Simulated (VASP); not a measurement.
A run of VASP 6.6.1 is set up as follows.

Contents of INCAR:

```
ALGO = Normal ; EDIFF = 1E-6
ENCUT = 500 ; GGA = PE
GGA_COMPAT = False ; ISIF = 2
ISMEAR = -1 ; LASPH = True
LCHARG = True ; LELF = True
LREAL = False ; LVHAR = True
LWAVE = False ; NBANDS = 17
NELM = 120 ; PREC = Accurate
SIGMA = 0.05
```

File KPOINTS:

```
k-points
0
Gamma
  7 7 7
```

POSCAR

```
TeRu
1.0
    0.0000000000      3.1139297200      3.1139297200
    3.1139297200      0.0000000000      3.1139297200
    3.1139297200      3.1139297200      0.0000000000
Ru Te
1 1
Direct
    0.0000000000      0.0000000000      0.0000000000
    0.2500000000      0.2500000000      0.2500000000
```

Potentials or basis: VASP PAW PBE potentials, release 64 (Ru_pv, Te).

Command:

```bash
$ cat potpaw_PBE.64/Ru_pv/POTCAR potpaw_PBE.64/Te/POTCAR > POTCAR
$ mpirun -np 1 vasp_std > vasp.out
```

(1) Predict the pressure.

(2) Predict the band gap on the k mesh.

Results:

(1) -10.6 GPa.

(2) zero (band 10 reaches 7.39 eV, above the bottom of band 11 at 4.83 eV).

Caveat: spin-orbit coupling is left out, which moves the levels of the heavy elements.
